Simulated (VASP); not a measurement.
Runs of VASP 6.6.1 on GaN. Symmetry: Pm-3m, No. 221, cubic system. The conventional cell has a = 2.696 Å, b = 2.696 Å, c = 2.696 Å, α = 90.00°, β = 90.00°, γ = 90.00°. Within 3.1 Å of Ga (site symmetry m-3m) lie 8 N at 2.33 Å and 6 Ga at 2.70 Å. Within 3.1 Å of N (site symmetry m-3m) lie 8 Ga at 2.33 Å and 6 N at 2.70 Å. 

```tsv
k mesh	smearing	gap on the mesh (eV)	pressure (GPa)
6 × 6 × 6	methfessel-paxton 0.2 eV	none	0.9
6 × 6 × 6, shifted	fermi-dirac 0.02 eV	(a)	1.1
6 × 6 × 6	methfessel-paxton 0.001 eV	none	1.0
6 × 6 × 6	fermi-dirac 0.02 eV	none	1.0
```

Alike in all rows: task single point; level r2SCAN; potentials or basis VASP PAW PBE potentials, release 64 (Ga_d, N); no spin polarisation; cell as given; cutoff (eV) 520.

Fill in the values left out.

(a) 0.30.

Caveats: some runs use coarse meshes; the PAW data sets were made with another functional, which shifts forces and pressure a little.

A k mesh can miss the band edges, and the runs leave out spin-orbit coupling on Ga.

A gap of «none» marks levels without a gap at the run's occupations.
